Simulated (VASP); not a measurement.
**Au: single point with PBEsol**

The system is Au.

```
CELL_PARAMETERS angstrom
2.86519 0.00000 0.00000
-1.43260 2.48133 0.00000
0.00000 0.00000 4.79058
ATOMIC_POSITIONS crystal
Au 0.33333 0.66667 0.75000
Au 0.66667 0.33333 0.25000
```

This isn't the form of Au at room conditions, which is fcc.

```yaml
Program: VASP 6.6.1
Task: single point
Functional: PBEsol
Potentials_or_basis: VASP PAW PBE potentials, release 64 (Au)
Cutoff: 520 eV
k_mesh: 18 × 18 × 10
Occupations: gaussian, width 0.1 eV
Spin: no spin polarisation
Dipole_correction: no
Further_INCAR_settings: ALGO = Fast; EDIFF = 1e-06; NBANDS = 18
```

| Item | Value |
| --- | --- |
| Pressure | -0.2 GPa |
| Band gap on the k mesh | zero (bands 11 and 12 overlap by 6.92 eV) |

Levels at points of the mesh, in eV from the Fermi level:
```csv
k point,band 7,band 8,band 9,band 10,band 11,band 12,band 13,band 14,band 15,band 16
"(0.00, 0.00, 0.00)",-4.21,-3.53,-3.53,-2.13,-2.13,-1.14,2.77,14.58,15.81,16.81
"(0.50, 0.00, 0.00)",-3.71,-1.88,-1.82,-1.63,0.39,1.60,5.79,7.33,7.41,10.30
"(0.00, 0.00, 0.50)",-4.57,-4.57,-2.59,-2.59,-2.59,-2.59,10.75,10.75,14.88,14.88
"(0.50, 0.00, 0.50)",-2.38,-2.38,-1.71,-1.71,0.45,0.45,4.00,4.00,13.30,13.30
```

Run time: 77 s on 1 thread of Intel Xeon 6455B, on a shared host, peak memory 0.24 GiB.

Caveat: the PAW data sets were made with another functional, which shifts forces and pressure a little; spin-orbit coupling is left out, which moves the levels of the heavy elements.
